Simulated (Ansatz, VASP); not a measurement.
## One calculation of GaSb, two programs

```xyz
2
Lattice="-1.5559 2.6750 2.8933 1.5559 -2.6750 2.8933 1.5559 2.6750 -2.8933" Properties=species:S:1:pos:R:3 pbc="T T T"
Ga    0.0000    0.0000    0.0000
Sb    0.0000    0.0000    2.8933
```

Alike in both runs: task single point; functional r2SCAN; k mesh 6 × 6 × 6; occupations gaussian, width 0.1 eV; no spin polarisation.

|  | VASP | Ansatz |
| --- | --- | --- |
| version | VASP 6.6.1 | Ansatz 0.2.0 |
| potentials or method | VASP PAW PBE potentials, release 64 (Ga_d, Sb), cutoff 520 eV | scalar-relativistic, plane waves, PAW |
| valence electrons in the cell | 18 | 28 |

VASP gave:

```
gap on the k mesh at the Fermi level (eV)                     : none
pressure (GPa)                                                : -1.6
traceless stress, the component that is largest in VASP (GPa) : 1.86
```

Task: What did Ansatz give for the same quantities?

Result: gap on the k mesh at the Fermi level (eV): none; pressure (GPa): -1.6; traceless stress, the component that is largest in VASP (GPa): 1.81.

VASP's potentials were made for PBE, not for r2SCAN. A gap of «none» marks a metal or a gap that the smearing closes. VASP's potentials hold 18 valence electrons a cell and Ansatz's 28, so a difference there can come from the potentials and not from the codes.

The k mesh is coarse, so the values compare programs but aren't converged. Spin-orbit coupling is off throughout.
